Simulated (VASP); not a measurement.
# Au (Fm-3m) in VASP: further runs

Runs on Au. Level: r2SCAN. Tasks: single point.

Program: VASP 6.6.1. These are calculated values, not measurements. Logs are shortened: lines on timing, memory, paths and dates and some standing lists are left out, and cuts for length are marked.

## (1) The cell of the first run

The structure is cubic, space group Fm-3m (No. 225). The conventional cell has a = 4.123 Å, b = 4.123 Å, c = 4.123 Å, α = 90.00°, β = 90.00°, γ = 90.00°. Au (site symmetry m-3m) has 12 Au at 2.92 Å within 3.8 Å.

## (2) Single point, r2SCAN

Input file POSCAR:

```
Au
1.0
    0.0000000000      2.0615246536      2.0615246536
    2.0615246536      0.0000000000      2.0615246536
    2.0615246536      2.0615246536      0.0000000000
Au
1
Direct
    0.0000000000      0.0000000000      0.0000000000
```

Input file INCAR.step1:

```
  PREC = Accurate
  ENCUT = 520
  ISMEAR = -1
  SIGMA = 1.0
  LREAL = False
  LASPH = True
  NELM = 80
  NBANDS = 12
  GGA = PE
  ALGO = Normal
  EDIFF = 1E-4
  LWAVE = True
  LCHARG = False
```

Input file INCAR.step2:

```
  PREC = Accurate
  ENCUT = 520
  EDIFF = 1E-6
  ISMEAR = -1
  SIGMA = 1.0
  LREAL = False
  LASPH = True
  NELM = 80
  ALGO = Normal
  ISIF = 2
  LWAVE = False
  LCHARG = False
  METAGGA = R2SCAN
  LMIXTAU = True
  NBANDS = 12
  ISTART = 1
```

Input file KPOINTS:

```
regular mesh
0
Gamma
  13 13 13
```

Potentials or basis: VASP PAW PBE potentials, release 64 (Au).

Command:

```sh
$ cat potpaw_PBE.64/Au/POTCAR > POTCAR
$ cp INCAR.step1 INCAR
$ mpirun -np 1 vasp_std > vasp.out
$ cp INCAR.step2 INCAR
$ mpirun -np 1 vasp_std > vasp.out
```

OUTCAR:

```text
PREC = Accurate
   ENCUT = 520
   EDIFF = 1E-6
   ISMEAR = -1
   LREAL = False
   LASPH = True
   NELM = 80
   ISIF = 2
   METAGGA = R2SCAN
   ISTART = 1

 ion  position               nearest neighbor table
   1  0.000  0.000  0.000-

  LATTYP: Found a face centered cubic cell.
 ALAT       =     4.1230493072

  Lattice vectors:

 A1 = (   0.0000000000,   2.0615246536,   2.0615246536)
 A2 = (   2.0615246536,   0.0000000000,   2.0615246536)
 A3 = (   2.0615246536,   2.0615246536,   0.0000000000)

Analysis of symmetry for initial positions (statically):
=====================================================================
 Subroutine PRICEL returns:
 Original cell was already a primitive cell.

 Routine SETGRP: Setting up the symmetry group for a
 face centered cubic supercell.

 Subroutine GETGRP returns: Found 48 space group operations
 (whereof 48 operations were pure point group operations)
 out of a pool of 48 trial point group operations.

The static configuration has the point symmetry O_h .

Analysis of symmetry for dynamics (positions and initial velocities):
=====================================================================
 Subroutine PRICEL returns:
 Original cell was already a primitive cell.

 Routine SETGRP: Setting up the symmetry group for a
 face centered cubic supercell.

 Subroutine GETGRP returns: Found 48 space group operations
 (whereof 48 operations were pure point group operations)
 out of a pool of 48 trial point group operations.

The dynamic configuration has the point symmetry O_h .

 Subroutine INISYM returns: Found 48 space group operations
 (whereof 48 operations are pure point group operations),
 and found     1 'primitive' translations

----------------------------------------------------------------------------------------

                                     Primitive cell

  volume of cell :      17.5225

  direct lattice vectors                    reciprocal lattice vectors
     0.000000000  2.061524654  2.061524654    -0.242538938  0.242538938  0.242538938
     2.061524654  0.000000000  2.061524654     0.242538938 -0.242538938  0.242538938
     2.061524654  2.061524654  0.000000000     0.242538938  0.242538938 -0.242538938

  length of vectors
     2.915436124  2.915436124  2.915436124     0.420089763  0.420089763  0.420089763

  position of ions in fractional coordinates (direct lattice)
     0.000000000  0.000000000  0.000000000

  ion indices of the primitive-cell ions
   primitive index   ion index
                 1           1

----------------------------------------------------------------------------------------

 KPOINTS: regular mesh

Automatic generation of k-mesh.
 Grid dimensions read from file:
 generate k-points for:   13   13   13

 Generating k-lattice:

  Cartesian coordinates                     Fractional coordinates (reciprocal lattice)
    -0.018656841  0.018656841  0.018656841     0.076923077  0.000000000  0.000000000
     0.018656841 -0.018656841  0.018656841     0.000000000  0.076923077  0.000000000
     0.018656841  0.018656841 -0.018656841     0.000000000  0.000000000  0.076923077

  Length of vectors
     0.032314597  0.032314597  0.032314597

  Shift w.r.t. Gamma in fractional coordinates (k-lattice)
     0.000000000  0.000000000  0.000000000

 Subroutine IBZKPT returns following result:
 ===========================================

 Found     84 irreducible k-points:

 Following reciprocal coordinates:
            Coordinates               Weight
  0.000000  0.000000  0.000000      1.000000
  0.076923  0.000000  0.000000      8.000000
  0.153846  0.000000  0.000000      8.000000
  0.230769  0.000000  0.000000      8.000000
  0.307692  0.000000  0.000000      8.000000
  0.384615  0.000000  0.000000      8.000000
[... 16 lines left out ...]
  0.384615  0.153846  0.000000     24.000000
  0.461538  0.153846  0.000000     24.000000
 [... further k-points ...]
   k-points           NKPTS =     84   k-points in BZ     NKDIM =     84   number of bands    NBANDS=     12
   number of dos      NEDOS =    301   number of ions     NIONS =      1
   total plane-waves  NPLWV =  13824
   dimension x,y,z NGX =    24 NGY =   24 NGZ =   24
   dimension x,y,z NGXF=    48 NGYF=   48 NGZF=   48
   ions per type =               1
   NGX,Y,Z   is equivalent  to a cutoff of  13.69, 13.69, 13.69 a.u.
   NGXF,Y,Z  is equivalent  to a cutoff of  27.37, 27.37, 27.37 a.u.
 SYSTEM =  unknown system
   PREC   = accura    normal or accurate (medium, high low for compatibility)
   ISTART =      1    job   : 0-new  1-cont  2-samecut
   ICHARG =      0    charge: 1-file 2-atom 10-const
   ISPIN  =      1    spin polarized calculation?
   LNONCOLLINEAR =      F non collinear calculations
   LSORBIT =      F    spin-orbit coupling
   LASPH  =      T    aspherical Exc in radial PAW
   ENCUT  =  520.0 eV  38.22 Ry    6.18 a.u.   5.42  5.42  5.42*2*pi/ulx,y,z
   NELM   =     80;   NELMIN=  2; NELMDL=  0     # of ELM steps
   EDIFF  = 0.1E-05   stopping-criterion for ELM
   LREAL  =      F    real-space projection
   EDIFFG = 0.1E-04   stopping-criterion for IOM
   NSW    =      0    number of steps for IOM
   IBRION =     -1    ionic relax: 0-MD 1-quasi-New 2-CG
   NFREE  =      0    steps in history (QN), initial steepest desc. (CG)
   ISIF   =      2    stress and relaxation
   ISYM   =      2    0-nonsym 1-usesym 2-fastsym
   POTIM  = 0.5000    time-step for ionic-motion
   TEBEG  =    0.0;   TEEND  =   0.0 temperature during run
   PSTRESS=    0.0 pullay stress
   NELECT =      11.0000    total number of electrons
   NUPDOWN=      -1.0000    fix difference up-down
   EMIN   =  10.00;   EMAX   =-10.00  energy-range for DOS
   EFERMI =   0.00;   METHOD = LEGACY
   ISMEAR =    -1;   SIGMA  =   1.00  broadening in eV -4-tet -1-fermi 0-gaus
   EFERMI_NEDOS =   21; number of points for ismear=-14 and -15
   IALGO  =     38    algorithm
   IMIX   =      4    mixing-type and parameters
     AMIX     =   0.40;   BMIX     =  1.00
     AMIX_MAG =   1.60;   BMIX_MAG =  1.00
  volume/ion in A,a.u.               =      17.52       118.25
  Fermi-wavevector in a.u.,A,eV,Ry     =   1.401761  2.648944 26.734535  1.964933
  Thomas-Fermi vector in A             =   2.524590
   LORBIT       =      0    0 simple, 1 ext, 2 COOP (PROOUT), +10 PAW based schemes
   METAGGA = R2SCAN    functional components
   LHFCALC =     F    Hartree Fock is set to
   AEXX    =    0.0000 exact exchange contribution
   IVDW    =     0    specifies the selected vdW correction
   LEPSILON=     F    determine dielectric tensor
   LRPA    =     F    only Hartree local field effects (RPA)
 non-spin polarized calculation
  energy-cutoff  :      520.00
  volume of cell :       17.52
 maximum number of plane-waves:       495
 NGX is ok and might be reduce to    24
   NGX = 11   NGY = 11   NGZ = 11

 number of electron      11.0000001 magnetization

 Free energy of the ion-electron system (eV)
  ---------------------------------------------------
  ext. energy  EPLUGINS =         0.00000000
  ---------------------------------------------------
  free energy    TOTEN  =       -51.22017520 eV

  energy without entropy =      -49.69957841  energy(sigma->0) =      -50.45987681

 E-fermi :   9.3385     XC(G=0): -13.4851

 val. band max:        9.2011040231   @ k =  -0.3077   0.2308   0.0769
 cond. band min:       9.3651381483   @ k =  -0.4615   0.3077   0.1538
 fundamental gap:      0.1640341253
 Fermi energy:         9.3384971767

 k-point     1 :       0.0000    0.0000    0.0000
  band No.  band energies     occupation
      1      -0.9524      1.99993
      2       3.9461      1.99094
      3       3.9461      1.99094
      4       3.9461      1.99094
      5       5.3916      1.96210
      6       5.3916      1.96210
      7      24.2221      0.00000
      8      28.1495      0.00000
      9      28.1495      0.00000
     10      28.1495      0.00000
     11      33.3925      0.00000
     12      37.4386      0.00000

 k-point     2 :       0.0769    0.0000    0.0000
  band No.  band energies     occupation
      1      -0.7442      1.99992
      2       3.8850      1.99147
      3       4.0145      1.99030
      4       4.0145      1.99030
      5       5.3634      1.96314
      6       5.3634      1.96314
      7      24.4362      0.00000
      8      26.8765      0.00000
      9      28.3739      0.00000
     10      28.3739      0.00000
     11      34.0599      0.00000
     12      35.9070      0.00000

 k-point     3 :       0.1538    0.0000    0.0000
  band No.  band energies     occupation
      1      -0.1571      1.99985
      2       3.7655      1.99243
      3       4.1634      1.98875
      4       4.1634      1.98875
      5       5.3402      1.96397
      6       5.3402      1.96397
      7      23.9945      0.00000
      8      25.3081      0.00000
      9      28.9449      0.00000
     10      28.9449      0.00000
     11      32.2720      0.00000
     12      34.4435      0.00000
[... 286 lines left out ...]
 k-point    23 :       0.3846    0.1538    0.0000
  band No.  band energies     occupation
      1       1.9164      1.99880
      2       3.6795      1.99305
      3       3.9358      1.99103
      4       4.5733      1.98310
      5       6.4054      1.89892
      6       6.8625      1.84488
      7      17.2309      0.00075
      8      24.6633      0.00000
      9      24.7328      0.00000
     10      26.3971      0.00000
     11      33.0851      0.00000
     12      34.4663      0.00000

 k-point    24 :       0.4615    0.1538    0.0000
  band No.  band energies     occupation
      1       1.9737      1.99873
      2       3.6638      1.99316
      3       4.4411      1.98518
      4       4.5383      1.98368
      5       6.6067      1.87776
      6       8.4667      1.41023
      7      14.1950      0.01544
      8      23.6537      0.00000
      9      24.6416      0.00000
     10      25.6076      0.00000
     11      34.6277      0.00000
     12      35.3813      0.00000

 [... further k-points ...]

------------------------ aborting loop because EDIFF is reached ----------------------------------------

  FORCE on cell =-STRESS in cart. coord.  units (eV):
  Direction    XX          YY          ZZ          XY          YZ          ZX
  --------------------------------------------------------------------------------------
  -------------------------------------------------------------------------------------
  Total        0.7130562      0.7130562      0.7130562     -0.0000000     -0.0000000     -0.0000000
  in kB       65.1986756     65.1986756     65.1986756     -0.0000000     -0.0000000     -0.0000000
  external PRESSURE =      65.1986756 kB  Pullay stress =       0.0000000 kB

 VOLUME and BASIS-vectors are now :
 -----------------------------------------------------------------------------
  energy-cutoff  :      520.00
  volume of cell :       17.52
      direct lattice vectors                 reciprocal lattice vectors
     0.000000000  2.061524654  2.061524654    -0.242538938  0.242538938  0.242538938
     2.061524654  0.000000000  2.061524654     0.242538938 -0.242538938  0.242538938
     2.061524654  2.061524654  0.000000000     0.242538938  0.242538938 -0.242538938

 POSITION                                       TOTAL-FORCE (eV/Angst)
 -----------------------------------------------------------------------------------
      0.00000      0.00000      0.00000         0.000000     -0.000000     -0.000000
 -----------------------------------------------------------------------------------
    total drift:                               -0.000000      0.000000     -0.000000

  FREE ENERGIE OF THE ION-ELECTRON SYSTEM (eV)
  ---------------------------------------------------
  free  energy   TOTEN  =       -51.2201752031 eV

  energy  without entropy=      -49.6995784146  energy(sigma->0) =      -50.45987681
```

Wall time 3 min (1 thread of AMD EPYC 7R13, shared host); peak memory 0.12 GiB.

What came out:

```yaml
Free_energy: -51.2202 eV
Pressure: 6.5 GPa
```

Caveat: the PAW data sets were made with another functional, which shifts forces and pressure a little; spin-orbit coupling is left out, which moves the levels of the heavy elements.

[end of part 1 of 2]
